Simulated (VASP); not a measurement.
# CoSi (P2_13) in VASP: single point with PBE

Aim: the single point of CoSi with PBE.

Program: VASP 6.6.1. These are calculated values, not measurements. Logs are shortened: lines on timing, memory, paths and dates and some standing lists are left out, and cuts for length are marked.

## (1) The cell of the first run

The structure is cubic, space group P2_13 (No. 198). Conventional cell: a = 4.431 Å, b = 4.431 Å, c = 4.431 Å, α = 90.00°, β = 90.00°, γ = 90.00°. Co (site symmetry 3) has 7 Si at 2.32 to 2.43 Å and 6 Co at 2.72 Å within 3.1 Å. Within 3.1 Å of Si (site symmetry 3) lie 7 Co at 2.32 to 2.43 Å and 6 Si at 2.74 Å.

## (2) Single point, PBE

File POSCAR:

```
CoSi
1.0
    4.4308490675      0.0000000000      0.0000000000
    0.0000000000      4.4308490675      0.0000000000
    0.0000000000      0.0000000000      4.4308490675
Co Si
4 4
Direct
    0.1450189122      0.1450189122      0.1450189122
    0.3549810878      0.8549810878      0.6450189122
    0.6450189122      0.3549810878      0.8549810878
    0.8549810878      0.6450189122      0.3549810878
    0.8431597104      0.8431597104      0.8431597104
    0.6568402896      0.1568402896      0.3431597104
    0.3431597104      0.6568402896      0.1568402896
    0.1568402896      0.3431597104      0.6568402896
```

File INCAR.step1:

```
SYSTEM = CoSi
PREC = Accurate ; ENCUT = 520
EDIFF = 1E-6 ; ISMEAR = 0
SIGMA = 0.1 ; LREAL = .FALSE.
LASPH = .TRUE. ; NELM = 60
ALGO = Normal ; ISIF = 2
LWAVE = .FALSE. ; LCHARG = .TRUE.
LMAXMIX = 4 ; GGA = PE
NBANDS = 36
```

File KPOINTS.step1:

```
Automatic mesh
0
G
  8 8 8
  0 0 0
```

File INCAR.step2:

```
SYSTEM = CoSi
PREC = Accurate ; ENCUT = 520
EDIFF = 1E-6 ; ISMEAR = -5
SIGMA = 0.1 ; LREAL = .FALSE.
LASPH = .TRUE. ; NELM = 60
ALGO = Normal ; ISIF = 2
LWAVE = .FALSE. ; LCHARG = .FALSE.
LMAXMIX = 4 ; GGA = PE
LORBIT = 10 ; NBANDS = 36
NEDOS = 1001 ; ICHARG = 11
```

File KPOINTS.step2:

```
Automatic mesh
0
G
  12 12 12
  0 0 0
```

Potentials or basis: VASP PAW PBE potentials, release 64 (Co, Si).

Run with:

```sh
cat potpaw_PBE.64/Co/POTCAR potpaw_PBE.64/Si/POTCAR > POTCAR
cp INCAR.step1 INCAR
cp KPOINTS.step1 KPOINTS
mpirun -np 1 vasp_std > vasp.out
cp INCAR.step2 INCAR
cp KPOINTS.step2 KPOINTS
mpirun -np 1 vasp_std > vasp.out
```

OUTCAR:

```text
SYSTEM = CoSi
   PREC = Accurate
   ENCUT = 520
   EDIFF = 1E-6
   ISMEAR = -5
   LREAL = .FALSE.
   LASPH = .TRUE.
   NELM = 60
   ISIF = 2
   GGA = PE
   LORBIT = 10
   ICHARG = 11

 ion  position               nearest neighbor table
   1  0.145  0.145  0.145-   5 2.32   6 2.34   7 2.34   8 2.34   7 2.43   8 2.43   6 2.43   3 2.72
                             4 2.72   2 2.72   2 2.72   4 2.72   3 2.72
   2  0.355  0.855  0.645-   6 2.32   5 2.34   7 2.34   8 2.34   7 2.43   8 2.43   5 2.43   1 2.72
                             1 2.72   3 2.72   3 2.72   4 2.72   4 2.72
   3  0.645  0.355  0.855-   7 2.32   6 2.34   5 2.34   8 2.34   8 2.43   6 2.43   5 2.43   1 2.72
                             4 2.72   2 2.72   2 2.72   4 2.72   1 2.72
   4  0.855  0.645  0.355-   8 2.32   6 2.34   7 2.34   5 2.34   6 2.43   5 2.43   7 2.43   1 2.72
                             3 2.72   2 2.72   1 2.72   2 2.72   3 2.72
   5  0.843  0.843  0.843-   1 2.32   2 2.34   3 2.34   4 2.34   3 2.43   4 2.43   2 2.43   6 2.74
                             7 2.74   8 2.74   6 2.74   8 2.74   7 2.74
   6  0.657  0.157  0.343-   2 2.32   1 2.34   3 2.34   4 2.34   3 2.43   4 2.43   1 2.43   8 2.74
                             5 2.74   5 2.74   7 2.74   7 2.74   8 2.74
   7  0.343  0.657  0.157-   3 2.32   2 2.34   1 2.34   4 2.34   4 2.43   2 2.43   1 2.43   8 2.74
                             5 2.74   8 2.74   6 2.74   6 2.74   5 2.74
   8  0.157  0.343  0.657-   4 2.32   2 2.34   3 2.34   1 2.34   2 2.43   1 2.43   3 2.43   7 2.74
                             5 2.74   7 2.74   5 2.74   6 2.74   6 2.74

  LATTYP: Found a simple cubic cell.
 ALAT       =     4.4308490675

  Lattice vectors:

 A1 = (   4.4308490675,   0.0000000000,   0.0000000000)
 A2 = (   0.0000000000,   4.4308490675,   0.0000000000)
 A3 = (   0.0000000000,   0.0000000000,   4.4308490675)

Analysis of symmetry for initial positions (statically):
=====================================================================
 Subroutine PRICEL returns:
 Original cell was already a primitive cell.

 Routine SETGRP: Setting up the symmetry group for a
 simple cubic supercell.

 Subroutine GETGRP returns: Found 12 space group operations
 (whereof  3 operations were pure point group operations)
 out of a pool of 48 trial point group operations.

The static configuration has the point symmetry C_3 .
 The point group associated with its full space group is T   .

Analysis of symmetry for dynamics (positions and initial velocities):
=====================================================================
 Subroutine PRICEL returns:
 Original cell was already a primitive cell.

 Routine SETGRP: Setting up the symmetry group for a
 simple cubic supercell.

 Subroutine GETGRP returns: Found 12 space group operations
 (whereof  3 operations were pure point group operations)
 out of a pool of 48 trial point group operations.

The dynamic configuration has the point symmetry C_3 .
 The point group associated with its full space group is T   .

 Subroutine INISYM returns: Found 12 space group operations
 (whereof  3 operations are pure point group operations),
 and found     1 'primitive' translations

----------------------------------------------------------------------------------------

                                     Primitive cell

  volume of cell :      86.9883

  direct lattice vectors                    reciprocal lattice vectors
     4.430849067  0.000000000  0.000000000     0.225690378  0.000000000  0.000000000
     0.000000000  4.430849067  0.000000000     0.000000000  0.225690378  0.000000000
     0.000000000  0.000000000  4.430849067     0.000000000  0.000000000  0.225690378

  length of vectors
     4.430849067  4.430849067  4.430849067     0.225690378  0.225690378  0.225690378

  position of ions in fractional coordinates (direct lattice)
     0.145018912  0.145018912  0.145018912
     0.354981088  0.854981088  0.645018912
     0.645018912  0.354981088  0.854981088
     0.854981088  0.645018912  0.354981088
     0.843159710  0.843159710  0.843159710
     0.656840290  0.156840290  0.343159710
     0.343159710  0.656840290  0.156840290
     0.156840290  0.343159710  0.656840290

  ion indices of the primitive-cell ions
   primitive index   ion index
                 1           1
                 2           2
                 3           3
[... 24 lines left out ...]
  Shift w.r.t. Gamma in fractional coordinates (k-lattice)
     0.000000000  0.000000000  0.000000000

 TETIRR: Found   1645 inequivalent tetrahedra from    10368

 Subroutine IBZKPT returns following result:
 ===========================================

 Found    119 irreducible k-points:

 Following reciprocal coordinates:
            Coordinates               Weight
  0.000000  0.000000  0.000000      1.000000
  0.083333  0.000000  0.000000      6.000000
  0.166667  0.000000  0.000000      6.000000
  0.250000  0.000000  0.000000      6.000000
  0.333333  0.000000  0.000000      6.000000
  0.416667  0.000000  0.000000      6.000000
[... 16 lines left out ...]
 -0.166667  0.333333  0.000000     12.000000
  0.416667  0.166667  0.000000     12.000000
 [... further k-points ...]
   k-points           NKPTS =    119   k-points in BZ     NKDIM =    119   number of bands    NBANDS=     36
   number of dos      NEDOS =   1001   number of ions     NIONS =      8
   total plane-waves  NPLWV =  46656
   dimension x,y,z NGX =    36 NGY =   36 NGZ =   36
   dimension x,y,z NGXF=    72 NGYF=   72 NGZF=   72
   ions per type =               4   4
   NGX,Y,Z   is equivalent  to a cutoff of  13.51, 13.51, 13.51 a.u.
   NGXF,Y,Z  is equivalent  to a cutoff of  27.01, 27.01, 27.01 a.u.
 SYSTEM =  CoSi
   PREC   = accura    normal or accurate (medium, high low for compatibility)
   ISTART =      0    job   : 0-new  1-cont  2-samecut
   ICHARG =     11    charge: 1-file 2-atom 10-const
   ISPIN  =      1    spin polarized calculation?
   LNONCOLLINEAR =      F non collinear calculations
   LSORBIT =      F    spin-orbit coupling
   LASPH  =      T    aspherical Exc in radial PAW
   ENCUT  =  520.0 eV  38.22 Ry    6.18 a.u.   8.24  8.24  8.24*2*pi/ulx,y,z
   NELM   =     60;   NELMIN=  2; NELMDL=  0     # of ELM steps
   EDIFF  = 0.1E-05   stopping-criterion for ELM
   LREAL  =      F    real-space projection
   EDIFFG = 0.1E-04   stopping-criterion for IOM
   NSW    =      0    number of steps for IOM
   IBRION =     -1    ionic relax: 0-MD 1-quasi-New 2-CG
   NFREE  =      0    steps in history (QN), initial steepest desc. (CG)
   ISIF   =      2    stress and relaxation
   ISYM   =      2    0-nonsym 1-usesym 2-fastsym
   POTIM  = 0.5000    time-step for ionic-motion
   TEBEG  =    0.0;   TEEND  =   0.0 temperature during run
   PSTRESS=    0.0 pullay stress
   NELECT =      52.0000    total number of electrons
   NUPDOWN=      -1.0000    fix difference up-down
   EMIN   =  10.00;   EMAX   =-10.00  energy-range for DOS
   EFERMI =   0.00;   METHOD = LEGACY
   ISMEAR =    -5;   SIGMA  =   0.10  broadening in eV -4-tet -1-fermi 0-gaus
   EFERMI_NEDOS =   21; number of points for ismear=-14 and -15
   IALGO  =     38    algorithm
   IMIX   =      4    mixing-type and parameters
     AMIX     =   0.40;   BMIX     =  1.00
     AMIX_MAG =   1.60;   BMIX_MAG =  1.00
  volume/ion in A,a.u.               =      10.87        73.38
  Fermi-wavevector in a.u.,A,eV,Ry     =   1.379079  2.606080 25.876342  1.901858
  Thomas-Fermi vector in A             =   2.504081
   LORBIT       =     10    0 simple, 1 ext, 2 COOP (PROOUT), +10 PAW based schemes
   GGA     = PE    functional components
   LHFCALC =     F    Hartree Fock is set to
   AEXX    =    0.0000 exact exchange contribution
   IVDW    =     0    specifies the selected vdW correction
   LEPSILON=     F    determine dielectric tensor
   LRPA    =     F    only Hartree local field effects (RPA)
 non-spin polarized calculation
 Fermi weights with tetrahedron method with Bloechl corrections
  energy-cutoff  :      520.00
  volume of cell :       86.99
 maximum number of plane-waves:      2367
 NGX is ok and might be reduce to    36

 number of electron      52.0000004 magnetization

 Free energy of the ion-electron system (eV)
  ---------------------------------------------------
  ext. energy  EPLUGINS =         0.00000000
  ---------------------------------------------------
  free energy    TOTEN  =       -54.74796614 eV

  energy without entropy =      -54.74796614  energy(sigma->0) =      -54.74796614

 E-fermi :  12.0823     XC(G=0): -12.8669

 val. band max:       12.0991183555   @ k =   0.0000   0.0000   0.0000
 cond. band min:      12.0929358624   @ k =   0.0833   0.0833   0.0000
 fundamental gap:     -0.0061824931
 Fermi energy:        12.0822993528

 k-point     1 :       0.0000    0.0000    0.0000
  band No.  band energies     occupation
      1      -1.5642      2.00000
      2       3.9298      2.00000
      3       3.9298      2.00000
      4       3.9298      2.00000
      5       6.6303      2.00000
      6       6.6303      2.00000
[... 925 lines left out ...]
     35      16.4894      0.00000
     36      18.2780      0.00000

 [... further k-points ...]

------------------------ aborting loop because EDIFF is reached ----------------------------------------

  FORCE on cell =-STRESS in cart. coord.  units (eV):
  Direction    XX          YY          ZZ          XY          YZ          ZX
  --------------------------------------------------------------------------------------
  -------------------------------------------------------------------------------------
  Total       -0.1644651     -0.1644651     -0.1644651      0.0000000     -0.0000000      0.0000000
  in kB       -3.0291690     -3.0291690     -3.0291690      0.0000000     -0.0000000      0.0000000
  external PRESSURE =      -3.0291690 kB  Pullay stress =       0.0000000 kB

 VOLUME and BASIS-vectors are now :
 -----------------------------------------------------------------------------
  energy-cutoff  :      520.00
  volume of cell :       86.99
      direct lattice vectors                 reciprocal lattice vectors
     4.430849067  0.000000000  0.000000000     0.225690378  0.000000000  0.000000000
     0.000000000  4.430849067  0.000000000     0.000000000  0.225690378  0.000000000
     0.000000000  0.000000000  4.430849067     0.000000000  0.000000000  0.225690378

 POSITION                                       TOTAL-FORCE (eV/Angst)
 -----------------------------------------------------------------------------------
      0.64256      0.64256      0.64256         0.001675      0.001675      0.001675
      1.57287      3.78829      2.85798        -0.001675     -0.001675      0.001675
      2.85798      1.57287      3.78829         0.001675     -0.001675     -0.001675
      3.78829      2.85798      1.57287        -0.001675      0.001675     -0.001675
      3.73591      3.73591      3.73591         0.003295      0.003295      0.003295
      2.91036      0.69494      1.52049        -0.003295     -0.003295      0.003295
      1.52049      2.91036      0.69494         0.003295     -0.003295     -0.003295
      0.69494      1.52049      2.91036        -0.003295      0.003295     -0.003295
 -----------------------------------------------------------------------------------
    total drift:                               -0.000000      0.000000      0.000000

  FREE ENERGIE OF THE ION-ELECTRON SYSTEM (eV)
  ---------------------------------------------------
  free  energy   TOTEN  =       -54.7479661435 eV

  energy  without entropy=      -54.7479661435  energy(sigma->0) =      -54.74796614

 total charge

# of ion       s       p       d       tot
------------------------------------------
    1        0.436   0.617   7.565   8.618
    2        0.436   0.617   7.565   8.618
    3        0.436   0.617   7.565   8.618
    4        0.436   0.617   7.565   8.618
    5        0.725   0.884   0.000   1.609
    6        0.725   0.884   0.000   1.609
    7        0.725   0.884   0.000   1.609
    8        0.725   0.884   0.000   1.609
--------------------------------------------------
tot          4.645   6.004  30.258  40.907
```

It took 3.6 min on 1 thread of Intel Xeon Platinum 8559C (Emerald Rapids), shared host; peak memory 0.4 GiB.

Results:

- Valence electrons inside the program's atomic spheres: Co 8.62; Si 1.61

Levels at points of the mesh, in eV from the Fermi level:
```
           k point  band 24  band 25  band 26  band 27  band 28  band 29
(0.00, 0.00, 0.00)    -0.75     0.02     0.02     0.02     2.52     2.52
(0.50, 0.00, 0.00)    -0.62    -0.46    -0.46     1.03     1.03     1.51
(0.50, 0.50, 0.00)    -0.97    -0.01    -0.01     0.61     0.61     2.03
(0.50, 0.50, 0.50)    -1.19    -0.20    -0.20    -0.20    -0.20     5.43
```

Caveat: the run has no spin polarisation, though such a crystal can be magnetic; tetrahedron occupations give inexact forces and stress in metals. Spin polarisation is off, so any magnetic state and its effect on volume and gap are missing.
